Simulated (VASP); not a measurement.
Set up this calculation in VASP 6.6.1, as the native input.

* Task: single point
* Functional: r2SCAN
* Potentials or basis: VASP PAW PBE potentials, release 64 (Sn_d, O)
* Cutoff: 520 eV
* k mesh: 14 × 14 × 14
* Occupations: gaussian, width 0.1 eV
* Spin: no spin polarisation
* Dipole correction: no
* Further INCAR settings: ALGO = Normal; EDIFF = 1e-06; NBANDS = 20

SnO2:

```
Sn O
1.0
     0.00000    2.49749    2.49749
     2.49749    0.00000    2.49749
     2.49749    2.49749    0.00000
Sn O
1 2
Cartesian
  0.0000 0.0000 0.0000
  1.2487 1.2487 1.2487
  3.7462 3.7462 3.7462
```

This cell differs from its parent crystal: strained.

One way to write it, as run:

POSCAR

```
SnO2
1.0
    0.0000000000      2.4974918130      2.4974918130
    2.4974918130      0.0000000000      2.4974918130
    2.4974918130      2.4974918130      0.0000000000
Sn O
1 2
Direct
    0.0000000000      0.0000000000      0.0000000000
    0.2500000000      0.2500000000      0.2500000000
    0.7500000000      0.7500000000      0.7500000000
```

INCAR.step1

```
ALGO     = Normal         # electronic algorithm
EDIFF    = 1E-4           # SCF threshold, eV
ENCUT    = 520            # plane-wave cutoff, eV
GGA      = PE             # functional
ISMEAR   = 0              # smearing method
LASPH    = T              # aspherical terms in the spheres
LCHARG   = F              # write CHGCAR
LREAL    = F              # projectors in reciprocal space
LWAVE    = T              # write WAVECAR
NBANDS   = 20             # bands
NELM     = 60             # most SCF steps
PREC     = Accurate       # precision mode
SIGMA    = 0.1            # smearing width, eV
```

INCAR.step2

```
ALGO     = Normal         # electronic algorithm
EDIFF    = 1E-6           # SCF threshold, eV
ENCUT    = 520            # plane-wave cutoff, eV
ISIF     = 2              # what is computed and relaxed
ISMEAR   = 0              # smearing method
ISTART   = 1            
LASPH    = T              # aspherical terms in the spheres
LCHARG   = T              # write CHGCAR
LELF     = T              # ELF
LMIXTAU  = T            
LREAL    = F              # projectors in reciprocal space
LVHAR    = T            
LWAVE    = F              # write WAVECAR
METAGGA  = R2SCAN         # meta-GGA
NBANDS   = 20             # bands
NELM     = 60             # most SCF steps
PREC     = Accurate       # precision mode
SIGMA    = 0.1            # smearing width, eV
```

KPOINTS

```
k-points
0
Gamma
  14 14 14
```

Potentials or basis: VASP PAW PBE potentials, release 64 (Sn_d, O).

Command:

```console
$ cat potpaw_PBE.64/Sn_d/POTCAR potpaw_PBE.64/O/POTCAR > POTCAR
$ cp INCAR.step1 INCAR
$ mpirun -np 1 vasp_std > vasp.out
$ cp INCAR.step2 INCAR
$ mpirun -np 1 vasp_std > vasp.out
```

It gave:

The pressure is 12.4 GPa and the band gap on the k mesh is 1.33 eV (least direct gap 2.85 eV).

Caveat: the cell differs from its parent crystal (strained); the cell stands under pressure; the PAW data sets were made with another functional, which shifts forces and pressure a little; spin-orbit coupling is left out, which moves the levels of the heavy elements.

Wall time 2.9 min on 1 thread of Intel(R) Xeon(R) Platinum 8488C (Sapphire Rapids), with other jobs on the host, peak memory 0.21 GiB.
